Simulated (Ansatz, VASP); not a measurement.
One calculation of MgO, two programs

File INCAR:

```
SYSTEM = MgO
PREC = Accurate
ENCUT = 520
EDIFF = 1E-6
ISMEAR = 0
SIGMA = 0.05
LREAL = .False.
LASPH = .True.
NELM = 60
ALGO = Normal
ISIF = 2
LWAVE = .False.
LCHARG = .False.
GGA = PE
NBANDS = 16
```

The input KPOINTS:

```
Automatic mesh
0
Gamma
  9 9 6
  0 0 0
```

File POSCAR:

```
MgO
1.0
    3.2599201346      0.0000000000      0.0000000000
   -1.6299600673      2.8231736508      0.0000000000
    0.0000000000      0.0000000000      5.0360175811
Mg O
2 2
Direct
    0.3363138326      0.6726276651      0.0063188067
    0.6696471659      0.3392943318      0.5063188067
    0.3288054857      0.6576109715      0.3982811933
    0.6621388191      0.3242776382      0.8982811933
```

Input for Ansatz:

```yaml
crystal:
  lattice:
    - [3.2599201346, 0.0, 0.0]
    - [-1.6299600673, 2.8231736508, 0.0]
    - [0.0, 0.0, 5.0360175811]
  atoms:
    - { symbol: Mg, position: [0.3363138326, 0.6726276651, 0.0063188067] }
    - { symbol: Mg, position: [0.6696471659, 0.3392943318, 0.5063188067] }
    - { symbol: O, position: [0.3288054857, 0.6576109715, 0.3982811933] }
    - { symbol: O, position: [0.6621388191, 0.3242776382, 0.8982811933] }
basis:
  ecutwfc: 520.0
kpoints:
  mp_grid: { grid: [9, 9, 6] }
hamiltonian:
  xc: pbe
  pseudopotentials: { kind: paw, azcp: { folder: soft_1 } }
scf:
  occupations: { method: gaussian, width: 0.05 }
output:
  forces: true
  stress: true
  eigenvalues: true
```

Change from the starting cell: mode 11 frozen in at -0.026 Å, equal normal strain along x, y and z -0.0167.

Alike in both runs: task single point; functional PBE; k mesh 9 × 9 × 6; occupations gaussian, width 0.05 eV; no spin polarisation.

|  | VASP | Ansatz |
| --- | --- | --- |
| version | VASP 6.6.1 | Ansatz 0.2.0 |
| potentials or method | VASP PAW PBE potentials, release 64 (Mg, O), cutoff 520 eV | scalar-relativistic, plane waves, PAW |
| valence electrons in the cell | 16 | 32 |

```csv
,VASP,Ansatz,Ansatz less VASP
gap on the k mesh at the Fermi level (eV),3.67,3.69,+0.019
least direct gap on the mesh (eV),3.67,3.69,+0.019
pressure (GPa),6.2,6.6,+0.40
"traceless stress, the component that is largest in VASP (GPa)",-1.39,-1.37,+0.019
rms of the force components (eV/Å),0.262,0.258,-0.0033
```

Atom by atom the forces differ by 0.003 eV/Å (rms over components). With one functional, cell and mesh, what is left measures potentials, basis and numerics. VASP's potentials hold 16 valence electrons a cell and Ansatz's 32, so a difference there can come from the potentials and not from the codes.
